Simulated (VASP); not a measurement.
**Sr: single point with PBE**

The system is Sr.

```
Sr
1.0
     3.84911    0.00000    0.00000
     0.00000    3.84911    0.00000
     0.00000    0.00000    3.84911
Sr
1
Cartesian
  0.0000 0.0000 0.0000
```

| Property | Result |
| --- | --- |
| Program | VASP 6.6.1 |
| Task | single point |
| Functional | PBE |
| Potentials or basis | VASP PAW PBE potentials, release 64 (Sr_sv) |
| Cutoff | 520 eV |
| k mesh | 10 × 10 × 10 |
| Occupations | fermi-dirac, width 0.05 eV |
| Spin | no spin polarisation |
| Dipole correction | no |
| Further INCAR settings | ALGO = Normal; EDIFF = 1e-07; NBANDS = 11 |

```yaml
Pressure: 0.0 GPa
Band_gap_on_the_k_mesh: zero (band 5 reaches 1.86 eV, above the bottom of band 6 at 1.07 eV)
```

Levels at points of the mesh, in eV from the Fermi level:
```tsv
k point	band 3	band 4	band 5	band 6	band 7	band 8
(0.00, 0.00, 0.00)	-18.67	-18.67	-3.38	0.74	0.74	4.94
(0.50, 0.00, 0.00)	-18.65	-18.65	-1.20	-0.16	1.30	3.11
(0.50, 0.50, 0.00)	-18.92	-18.63	-0.45	0.74	2.31	2.31
(0.50, 0.50, 0.50)	-18.88	-18.88	0.57	0.57	0.57	4.54
```

It took 39 s on 1 thread of AMD EPYC 7R43 64-Core Processor (Zen 3), on a shared host, peak memory 0.15 GiB.
